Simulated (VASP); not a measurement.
Runs of VASP 6.6.1 on Pb. The structure is that of space group Fd-3m (No. 227), or close to it. The cells are those of the table. 

```tsv
cell	gap on the mesh (eV)	pressure (GPa)
a = 4.070 Å, angles 60.0°, 2 atoms	none	60.8
a = 3.830 Å, angles 60.0°, 2 atoms	none	(a)
a = 4.285 Å, angles 60.0°, 2 atoms	none	29.0
a = 3.555 Å, angles 60.0°, 2 atoms	none	298.6
```

Alike in all rows: task single point; level LDA; potentials or basis VASP PAW LDA potentials, release 64 (Pb_d); no spin polarisation; k mesh 10 × 10 × 10; cutoff (eV) 520; smearing fermi-dirac 0.08 eV.

Question: Fill in the values left out.

Answer: (a) 129.3.

Caveats: spin-orbit coupling is left out, which moves the levels of the heavy elements.

A k mesh can miss the band edges, and the runs leave out spin-orbit coupling on Pb.

A gap of «none» marks levels without a gap at the run's occupations.
